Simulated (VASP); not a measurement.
# InP (Fm-3m) in VASP: further runs

The runs below take InP through single point, with LDA, PBEsol.

All numbers are computed with VASP 6.6.1; they aren't measurements. Logs are shortened: lines on timing, memory, paths and dates and some standing lists are left out, and cuts for length are marked.

## Step 1: The cell of the first run

It takes space group Fm-3m (No. 225, cubic). The conventional cell has a = 5.574 Å, b = 5.574 Å, c = 5.574 Å, α = 90.00°, β = 90.00°, γ = 90.00°. Within 3.7 Å of In (site symmetry m-3m) lie 6 P at 2.79 Å. P (site symmetry m-3m) has 6 In at 2.79 Å within 3.7 Å.

## Step 2: Single point, LDA (volume scaled by 1.02)

The input, INCAR:

```
SYSTEM = InP
PREC = Accurate
ENCUT = 520
EDIFF = 1E-7
ISMEAR = -1
SIGMA = 0.05
LREAL = .FALSE.
LASPH = .TRUE.
NELM = 80
ALGO = Normal
ISIF = 2
LWAVE = .FALSE.
LCHARG = .FALSE.
NBANDS = 16
```

The input, KPOINTS:

```
regular mesh
0
G
  8 8 8
  0 0 0
```

The input, POSCAR:

```
InP
1.0
    0.0000000000      2.7871711834      2.7871711834
    2.7871711834      0.0000000000      2.7871711834
    2.7871711834      2.7871711834      0.0000000000
In P
1 1
Direct
    0.0000000000      0.0000000000      0.0000000000
    0.5000000000      0.5000000000      0.5000000000
```

Potentials or basis: VASP PAW LDA potentials, release 64 (In_d, P).

Run with:

```console
$ cat potpaw_LDA.64/In_d/POTCAR potpaw_LDA.64/P/POTCAR > POTCAR
$ mpirun -np 1 vasp_std > vasp.out
```

OUTCAR:

```text
SYSTEM = InP
   PREC = Accurate
   ENCUT = 520
   EDIFF = 1E-7
   ISMEAR = -1
   LREAL = .FALSE.
   LASPH = .TRUE.
   NELM = 80
   ISIF = 2

 ion  position               nearest neighbor table
   1  0.000  0.000  0.000-   2 2.79   2 2.79   2 2.79   2 2.79   2 2.79   2 2.79
   2  0.500  0.500  0.500-   1 2.79   1 2.79   1 2.79   1 2.79   1 2.79   1 2.79

  LATTYP: Found a face centered cubic cell.
 ALAT       =     5.5743423668

  Lattice vectors:

 A1 = (   0.0000000000,   2.7871711834,   2.7871711834)
 A2 = (   2.7871711834,   0.0000000000,   2.7871711834)
 A3 = (   2.7871711834,   2.7871711834,   0.0000000000)

Analysis of symmetry for initial positions (statically):
=====================================================================
 Subroutine PRICEL returns:
 Original cell was already a primitive cell.

 Routine SETGRP: Setting up the symmetry group for a
 face centered cubic supercell.

 Subroutine GETGRP returns: Found 48 space group operations
 (whereof 48 operations were pure point group operations)
 out of a pool of 48 trial point group operations.

The static configuration has the point symmetry O_h .

Analysis of symmetry for dynamics (positions and initial velocities):
=====================================================================
 Subroutine PRICEL returns:
 Original cell was already a primitive cell.

 Routine SETGRP: Setting up the symmetry group for a
 face centered cubic supercell.

 Subroutine GETGRP returns: Found 48 space group operations
 (whereof 48 operations were pure point group operations)
 out of a pool of 48 trial point group operations.

The dynamic configuration has the point symmetry O_h .

 Subroutine INISYM returns: Found 48 space group operations
 (whereof 48 operations are pure point group operations),
 and found     1 'primitive' translations

----------------------------------------------------------------------------------------

                                     Primitive cell

  volume of cell :      43.3033

  direct lattice vectors                    reciprocal lattice vectors
     0.000000000  2.787171183  2.787171183    -0.179393359  0.179393359  0.179393359
     2.787171183  0.000000000  2.787171183     0.179393359 -0.179393359  0.179393359
     2.787171183  2.787171183  0.000000000     0.179393359  0.179393359 -0.179393359

  length of vectors
     3.941655288  3.941655288  3.941655288     0.310718412  0.310718412  0.310718412

  position of ions in fractional coordinates (direct lattice)
     0.000000000  0.000000000  0.000000000
     0.500000000  0.500000000  0.500000000

[... 72 lines left out ...]
   LSORBIT =      F    spin-orbit coupling
   LASPH  =      T    aspherical Exc in radial PAW
   ENCUT  =  520.0 eV  38.22 Ry    6.18 a.u.   7.33  7.33  7.33*2*pi/ulx,y,z
   NELM   =     80;   NELMIN=  2; NELMDL= -5     # of ELM steps
   EDIFF  = 0.1E-06   stopping-criterion for ELM
   LREAL  =      F    real-space projection
   EDIFFG = 0.1E-05   stopping-criterion for IOM
   NSW    =      0    number of steps for IOM
   IBRION =     -1    ionic relax: 0-MD 1-quasi-New 2-CG
   NFREE  =      0    steps in history (QN), initial steepest desc. (CG)
   ISIF   =      2    stress and relaxation
   ISYM   =      2    0-nonsym 1-usesym 2-fastsym
   POTIM  = 0.5000    time-step for ionic-motion
   TEBEG  =    0.0;   TEEND  =   0.0 temperature during run
   PSTRESS=    0.0 pullay stress
   NELECT =      18.0000    total number of electrons
   NUPDOWN=      -1.0000    fix difference up-down
   EMIN   =  10.00;   EMAX   =-10.00  energy-range for DOS
   EFERMI =   0.00;   METHOD = LEGACY
   ISMEAR =    -1;   SIGMA  =   0.05  broadening in eV -4-tet -1-fermi 0-gaus
   EFERMI_NEDOS =   21; number of points for ismear=-14 and -15
   IALGO  =     38    algorithm
   IMIX   =      4    mixing-type and parameters
     AMIX     =   0.40;   BMIX     =  1.00
     AMIX_MAG =   1.60;   BMIX_MAG =  1.00
  volume/ion in A,a.u.               =      21.65       146.11
  Fermi-wavevector in a.u.,A,eV,Ry     =   1.221777  2.308824 20.309955  1.492740
  Thomas-Fermi vector in A             =   2.356947
   LORBIT       =      0    0 simple, 1 ext, 2 COOP (PROOUT), +10 PAW based schemes
   GGA     = CA    functional components
   LHFCALC =     F    Hartree Fock is set to
   AEXX    =    0.0000 exact exchange contribution
   IVDW    =     0    specifies the selected vdW correction
   LEPSILON=     F    determine dielectric tensor
   LRPA    =     F    only Hartree local field effects (RPA)
 non-spin polarized calculation
  energy-cutoff  :      520.00
  volume of cell :       43.30
 maximum number of plane-waves:      1211
 NGX is ok and might be reduce to    30
   NGX = 15   NGY = 15   NGZ = 15

 number of electron      18.0000006 magnetization

 Free energy of the ion-electron system (eV)
  ---------------------------------------------------
  ext. energy  EPLUGINS =         0.00000000
  ---------------------------------------------------
  free energy    TOTEN  =        -9.24042645 eV

  energy without entropy =       -9.22659168  energy(sigma->0) =       -9.23350906

 E-fermi :   6.6718     XC(G=0): -10.5501

 val. band max:        6.6602935055   @ k =  -0.3750   0.3750   0.0000
 cond. band min:       6.6752336568   @ k =   0.3750   0.0000   0.0000
 fundamental gap:      0.0149401513
 Fermi energy:         6.6718479201

 k-point     1 :       0.0000    0.0000    0.0000
  band No.  band energies     occupation
      1      -7.5338      2.00000
      2      -7.5338      2.00000
      3      -7.5111      2.00000
      4      -7.5111      2.00000
      5      -7.5111      2.00000
      6      -5.2530      2.00000
[... 433 lines left out ...]
      3      -7.4975      2.00000
      4      -7.4649      2.00000
      5      -7.4256      2.00000
      6      -2.7214      2.00000
[... 8 lines left out ...]
     15      16.5890      0.00000
     16      19.2345      0.00000

 [... further k-points ...]
[... 5 lines left out ...]
  --------------------------------------------------------------------------------------
  -------------------------------------------------------------------------------------
  Total       -1.6958139     -1.6958139     -1.6958139     -0.0000000     -0.0000000      0.0000000
  in kB      -62.7433708    -62.7433708    -62.7433708     -0.0000000     -0.0000000      0.0000000
  external PRESSURE =     -62.7433708 kB  Pullay stress =       0.0000000 kB

 VOLUME and BASIS-vectors are now :
 -----------------------------------------------------------------------------
  energy-cutoff  :      520.00
  volume of cell :       43.30
      direct lattice vectors                 reciprocal lattice vectors
     0.000000000  2.787171183  2.787171183    -0.179393359  0.179393359  0.179393359
     2.787171183  0.000000000  2.787171183     0.179393359 -0.179393359  0.179393359
     2.787171183  2.787171183  0.000000000     0.179393359  0.179393359 -0.179393359

 POSITION                                       TOTAL-FORCE (eV/Angst)
 -----------------------------------------------------------------------------------
      0.00000      0.00000      0.00000        -0.000000     -0.000000      0.000000
      2.78717      2.78717      2.78717         0.000000      0.000000     -0.000000
 -----------------------------------------------------------------------------------
    total drift:                               -0.000000      0.000000      0.000000

  FREE ENERGIE OF THE ION-ELECTRON SYSTEM (eV)
  ---------------------------------------------------
  free  energy   TOTEN  =        -9.2404264460 eV

  energy  without entropy=       -9.2265916823  energy(sigma->0) =       -9.23350906
```

OSZICAR:

```text
N       E                     dE             d eps       ncg     rms          rms(c)
DAV:   1     0.105095433376E+03    0.10510E+03   -0.84574E+03   928   0.131E+03
DAV:   2    -0.301857296994E+01   -0.10811E+03   -0.10393E+03  1048   0.295E+02
DAV:   3    -0.937902272582E+01   -0.63604E+01   -0.63057E+01  1184   0.701E+01
DAV:   4    -0.953632323351E+01   -0.15730E+00   -0.15722E+00  1160   0.113E+01
DAV:   5    -0.954327900449E+01   -0.69558E-02   -0.69556E-02  1408   0.213E+00    0.469E+00
DAV:   6    -0.925692839270E+01    0.28635E+00   -0.49876E-01  1368   0.115E+01    0.267E+00
DAV:   7    -0.924412892489E+01    0.12799E-01   -0.58378E-02  1352   0.195E+00    0.112E+00
DAV:   8    -0.924080410589E+01    0.33248E-02   -0.74559E-03  1232   0.109E+00    0.143E-01
DAV:   9    -0.924045226345E+01    0.35184E-03   -0.14476E-03  1488   0.575E-01    0.816E-02
DAV:  10    -0.924042815496E+01    0.24108E-04   -0.96792E-05  1296   0.106E-01    0.512E-02
DAV:  11    -0.924042729417E+01    0.86079E-06   -0.24809E-05  1312   0.430E-02    0.931E-03
DAV:  12    -0.924042645126E+01    0.84291E-06   -0.37862E-06  1192   0.143E-02    0.427E-03
DAV:  13    -0.924042644598E+01    0.52855E-08   -0.21956E-07  1168   0.447E-03
   1 F= -.92404264E+01 E0= -.92335091E+01  d E =-.138348E-01
```

stdout:

```text
POSCAR found type information on POSCAR InP
 POSCAR found :  2 types and       2 ions
 scaLAPACK will be used
 LDA part: xc-table for (Slater(with rela. corr.)+CA(PZ))
 , standard interpolation
 POSCAR, INCAR and KPOINTS ok, starting setup
 FFT: planning ... GRIDC
 FFT: planning ... GRID_SOFT
 FFT: planning ... GRID
 WAVECAR not read
 entering main loop
```

It took 17 s on 1 thread of Intel Xeon 6975P-C, shared host; peak memory 0.16 GiB.

Results:

```yaml
Free_energy: -9.2404 eV
Pressure: -6.3 GPa
Band_gap_on_the_k_mesh: zero (band 9 reaches 6.92 eV, above the bottom of band 10 at 4.34 eV)
```

Caveat: spin-orbit coupling is left out, which moves the levels of the heavy elements.

## Step 3: Single point, PBEsol (volume scaled by 1.02)

The input, INCAR:

```
SYSTEM = InP
  ALGO = Normal
  EDIFF = 1E-6
  ENCUT = 520
  GGA = PS
  ISIF = 2
  ISMEAR = -1
  LASPH = .TRUE.
  LCHARG = .FALSE.
  LREAL = .FALSE.
  LWAVE = .FALSE.
  NBANDS = 16
  NELM = 60
  PREC = Accurate
  SIGMA = 0.05
```

The input, KPOINTS:

```
k-points
0
G
  8 8 8
  0 0 0
```

POSCAR is that of step 2.

Potentials or basis: VASP PAW PBE potentials, release 64 (In_d, P).

Run with:

```console
$ cat potpaw_PBE.64/In_d/POTCAR potpaw_PBE.64/P/POTCAR > POTCAR
$ mpirun -np 1 vasp_std > vasp.out
```

OUTCAR:

```text
SYSTEM = InP
   EDIFF = 1E-6
   ENCUT = 520
   GGA = PS
   ISIF = 2
   ISMEAR = -1
   LASPH = .TRUE.
   LREAL = .FALSE.
   NELM = 60
   PREC = Accurate

 ion  position               nearest neighbor table
   1  0.000  0.000  0.000-   2 2.79   2 2.79   2 2.79   2 2.79   2 2.79   2 2.79
   2  0.500  0.500  0.500-   1 2.79   1 2.79   1 2.79   1 2.79   1 2.79   1 2.79

  LATTYP: Found a face centered cubic cell.
 ALAT       =     5.5743423668

  Lattice vectors:

 A1 = (   0.0000000000,   2.7871711834,   2.7871711834)
 A2 = (   2.7871711834,   0.0000000000,   2.7871711834)
 A3 = (   2.7871711834,   2.7871711834,   0.0000000000)

Analysis of symmetry for initial positions (statically):
=====================================================================
 Subroutine PRICEL returns:
 Original cell was already a primitive cell.

 Routine SETGRP: Setting up the symmetry group for a
 face centered cubic supercell.

 Subroutine GETGRP returns: Found 48 space group operations
 (whereof 48 operations were pure point group operations)
 out of a pool of 48 trial point group operations.

The static configuration has the point symmetry O_h .

Analysis of symmetry for dynamics (positions and initial velocities):
[... 156 lines left out ...]

  energy without entropy =       -8.73796812  energy(sigma->0) =       -8.74455503

 E-fermi :   6.7706     XC(G=0): -10.4616

 val. band max:        6.7502282401   @ k =   0.3750   0.0000   0.0000
 cond. band min:       6.7797870244   @ k =  -0.3750   0.3750   0.0000
 fundamental gap:      0.0295587843
 Fermi energy:         6.7706129287

 k-point     1 :       0.0000    0.0000    0.0000
  band No.  band energies     occupation
      1      -7.4408      2.00000
      2      -7.4408      2.00000
      3      -7.4209      2.00000
      4      -7.4209      2.00000
      5      -7.4209      2.00000
      6      -5.1893      2.00000
[... 433 lines left out ...]
      3      -7.4075      2.00000
      4      -7.3749      2.00000
      5      -7.3355      2.00000
      6      -2.6594      2.00000
[... 8 lines left out ...]
     15      16.6546      0.00000
     16      19.3274      0.00000

 [... further k-points ...]
[... 5 lines left out ...]
  --------------------------------------------------------------------------------------
  -------------------------------------------------------------------------------------
  Total       -1.2448704     -1.2448704     -1.2448704     -0.0000000     -0.0000000      0.0000000
  in kB      -46.0589249    -46.0589249    -46.0589249     -0.0000000     -0.0000000      0.0000000
  external PRESSURE =     -46.0589249 kB  Pullay stress =       0.0000000 kB

 VOLUME and BASIS-vectors are now :
 -----------------------------------------------------------------------------
  energy-cutoff  :      520.00
  volume of cell :       43.30
      direct lattice vectors                 reciprocal lattice vectors
     0.000000000  2.787171183  2.787171183    -0.179393359  0.179393359  0.179393359
     2.787171183  0.000000000  2.787171183     0.179393359 -0.179393359  0.179393359
     2.787171183  2.787171183  0.000000000     0.179393359  0.179393359 -0.179393359

 POSITION                                       TOTAL-FORCE (eV/Angst)
 -----------------------------------------------------------------------------------
      0.00000      0.00000      0.00000        -0.000000     -0.000000     -0.000000
      2.78717      2.78717      2.78717         0.000000      0.000000      0.000000
 -----------------------------------------------------------------------------------
    total drift:                               -0.000000      0.000000      0.000000

  FREE ENERGIE OF THE ION-ELECTRON SYSTEM (eV)
  ---------------------------------------------------
  free  energy   TOTEN  =        -8.7511419405 eV

  energy  without entropy=       -8.7379681172  energy(sigma->0) =       -8.74455503
```

stdout:

```text
POSCAR found type information on POSCAR InP
 POSCAR found :  2 types and       2 ions
 scaLAPACK will be used
 -----------------------------------------------------------------------------
|                                                                             |
|                                                                             |
|     You enforced a specific xc type in the INCAR file but a different       |
|     I HOPE YOU KNOW WHAT YOU ARE DOING!                                     |
|                                                                             |
 -----------------------------------------------------------------------------

 LDA part: xc-table for (Slater+PW92), standard interpolation
 POSCAR, INCAR and KPOINTS ok, starting setup
 FFT: planning ... GRIDC
 FFT: planning ... GRID_SOFT
 FFT: planning ... GRID
 WAVECAR not read
 entering main loop
```

Wall time 20 s (1 thread of Intel Xeon 6975P-C, shared host); peak memory 0.17 GiB.

What came out:

- Free energy: -8.7511 eV
- Pressure: -4.6 GPa
- Band gap on the k mesh: zero (band 9 reaches 7.00 eV, above the bottom of band 10 at 4.41 eV)

Levels at points of the mesh, in eV from the Fermi level:
```
           k point  band 5  band 6  band 7  band 8  band 9  band 10  band 11  band 12  band 13  band 14
(0.00, 0.00, 0.00)  -14.19  -11.96   -0.33   -0.33   -0.33     0.23     6.97     6.97     6.97     8.19
(0.50, 0.00, 0.00)  -14.11   -9.92   -6.66    0.08    0.08     2.31     3.27     3.27     4.92    10.79
(0.50, 0.50, 0.00)  -14.08   -8.86   -4.95   -2.67   -2.36    -2.36     3.71     9.56     9.56     9.85
```

Caveat: the PAW data sets were made with another functional, which shifts forces and pressure a little; spin-orbit coupling is left out, which moves the levels of the heavy elements.

(Part 1 of 2 ends here.)
